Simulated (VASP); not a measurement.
A run of VASP 6.6.1:

INCAR

```
PREC = Accurate ; ENCUT = 520
EDIFF = 1E-6 ; ISMEAR = -1
SIGMA = 0.05 ; LREAL = False
LASPH = True ; NELM = 60
ALGO = Normal ; ISIF = 2
LWAVE = False ; LCHARG = True
GGA = CA ; LELF = True
LVHAR = True ; NBANDS = 27
```

The input KPOINTS:

```
regular mesh
0
Gamma
  8 8 8
```

The input POSCAR:

```
InSe
1.0
    2.0132454191      1.1623477847      8.4958956687
   -2.0132454191      1.1623477847      8.4958956687
    0.0000000000     -2.3246955694      8.4958956687
In Se
2 2
Direct
    0.8886000000      0.8886000000      0.8886000000
    0.0000000000      0.0000000000      0.0000000000
    0.1719000000      0.1719000000      0.1719000000
    0.3835000000      0.3835000000      0.3835000000
```

Potentials or basis: VASP PAW LDA potentials, release 64 (In_d, Se).

Launch:

```sh
$ cat potpaw_LDA.64/In_d/POTCAR potpaw_LDA.64/Se/POTCAR > POTCAR
$ mpirun -np 1 vasp_std > vasp.out
```

Hardware: 1 thread of Intel(R) Xeon(R) 6975P-C (Granite Rapids) (shared host).

Question: How long does it take, and how much memory?

Answer: Run time: 11 min on 1 thread of Intel(R) Xeon(R) 6975P-C (Granite Rapids), on a shared host, peak memory 0.58 GiB. Counts: scf iterations 13, k points 65.
